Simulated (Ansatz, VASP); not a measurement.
# One calculation of MgO, two programs

The input POSCAR:

```
MgO
1.0
    0.0000000000      2.1271906151      2.1271906151
    2.1271906151      0.0000000000      2.1271906151
    2.1271906151      2.1271906151      0.0000000000
Mg O
1 1
Direct
    0.0000000000      0.0000000000      0.0000000000
    0.5000000004      0.5000000004      0.5000000004
```

File INCAR.step1:

```
SYSTEM = MgO
ALGO = Normal
EDIFF = 1E-5
ENCUT = 520
GGA = PE
ISIF = 2
ISMEAR = -1
LASPH = .TRUE.
LREAL = .FALSE.
LWAVE = .TRUE.
NBANDS = 11
NELM = 60
PREC = Accurate
SIGMA = 0.01
```

Contents of INCAR.step2:

```
SYSTEM = MgO
ALGO = Normal
EDIFF = 1E-7
ENCUT = 520
GGA = PE
HFSCREEN = 0.2079
ISIF = 2
ISMEAR = -1
ISTART = 1
LASPH = .TRUE.
LCHARG = .TRUE.
LELF = .TRUE.
LHFCALC = .TRUE.
LREAL = .FALSE.
LVHAR = .TRUE.
LWAVE = .FALSE.
NBANDS = 11
NELM = 60
PREC = Accurate
PRECFOCK = Normal
SIGMA = 0.01
```

KPOINTS

```
k-points
0
G
  8 8 8
  0 0 0
```

Input for Ansatz:

```yaml
crystal:
  lattice:
    - [0.0, 2.1271906151, 2.1271906151]
    - [2.1271906151, 0.0, 2.1271906151]
    - [2.1271906151, 2.1271906151, 0.0]
  atoms:
    - { symbol: Mg, position: [0.0, 0.0, 0.0] }
    - { symbol: O, position: [0.5000000004, 0.5000000004, 0.5000000004] }
basis:
  ecutwfc: 420.0
  ecutrho_ratio: 4
  xc_grid: 2
  precision: f64
hamiltonian:
  xc: hse06
  pseudopotentials: { kind: paw, azcp: { folder: soft_1 } }
scf:
  max_iter: 60
  occupations: { method: fermi_dirac, width: 0.01 }
kpoints:
  mp_grid: { grid: [8, 8, 8] }
  band_path: { path: [VBM, CBM], npoints: 1 }
checkpoint:
  write: "../edges.hse06.run"
  compress: false
  write_wavefunctions: true
  write_every: 100000
```

Alike in both runs: task single point; functional HSE06; k mesh 8 × 8 × 8; occupations fermi-dirac, width 0.01 eV; no spin polarisation.

|  | VASP | Ansatz |
| --- | --- | --- |
| version | VASP 6.6.1 | Ansatz 0.2.0 |
| potentials or method | VASP PAW PBE potentials, release 64 (Mg, O), cutoff 520 eV | plane-wave PAW DFT |
| valence electrons in the cell | 8 | 16 |

VASP gave:

- gap on the k mesh at the Fermi level (eV): 6.12

Problem. Estimate Ansatz's values.

Solution. gap on the k mesh at the Fermi level (eV): 6.17.

VASP's potentials hold 8 valence electrons a cell and Ansatz's 16, so a difference there can come from the potentials and not from the codes.
